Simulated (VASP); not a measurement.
**F: single point with PBEsol**

Crystal: F.

```
F
1.0
     3.72597   -1.98208    0.00000
     3.72597    1.98208    0.00000
     0.00000    0.00000    6.37573
F
4
Direct
  0.91254 0.08746 0.09601
  0.58746 0.41254 0.59601
  0.41254 0.58746 0.40399
  0.08746 0.91254 0.90399
```

This cell differs from its parent crystal: strain +0.0525 x Voigt [1, -1, 0, 0, 0, 0].

| Quantity | Value |
| --- | --- |
| Program | VASP 6.6.1 |
| Task | single point |
| Functional | PBEsol |
| Potentials or basis | VASP PAW PBE potentials, release 64 (F) |
| Cutoff | 520 eV |
| k mesh | 6 × 6 × 4 |
| Occupations | gaussian, width 0.05 eV |
| Spin | no spin polarisation |

```yaml
Pressure: -0.1 GPa
Largest_force: 0.232 eV/Å
Band_gap_on_the_k_mesh: 3.22 eV
```

Forces in eV/Å, atoms in the order of the input:
```
F    0.000  0.119  0.199
F    0.000 -0.119  0.199
F    0.000  0.119 -0.199
F    0.000 -0.119 -0.199
```

Stress tensor (GPa, compression positive):
```
-0.47  0.00  0.00
 0.00 -0.25  0.00
 0.00  0.00  0.55
```

Levels at points of the mesh, in eV from the valence-band top:
```csv
k point,band 12,band 13,band 14,band 15,band 16,band 17
"(0.00, 0.00, 0.00)",-0.19,-0.03,0.00,3.22,3.65,8.36
"(0.50, 0.00, 0.00)",-0.16,-0.14,-0.14,3.46,3.46,11.46
"(0.50, 0.50, 0.00)",-0.30,-0.01,0.00,3.27,3.64,10.60
"(0.00, 0.00, 0.50)",-0.22,-0.11,-0.11,3.39,3.39,9.35
"(0.50, 0.00, 0.50)",-0.15,-0.10,-0.10,3.45,3.45,12.21
"(0.50, 0.50, 0.50)",-0.22,-0.15,-0.15,3.43,3.43,11.37
```

Wall time 25 s on 1 thread of Intel(R) Xeon(R) 6975P-C (Granite Rapids) (shared host), peak memory 0.21 GiB.

Caveat: the cell differs from its parent crystal (strain +0.0525 x Voigt [1, -1, 0, 0, 0, 0]); this functional lacks dispersion, which holds the molecules together, so the pressure and a relaxed volume are unreliable; the PAW data sets were made with another functional, which shifts forces and pressure a little. A k mesh can miss the band edges.
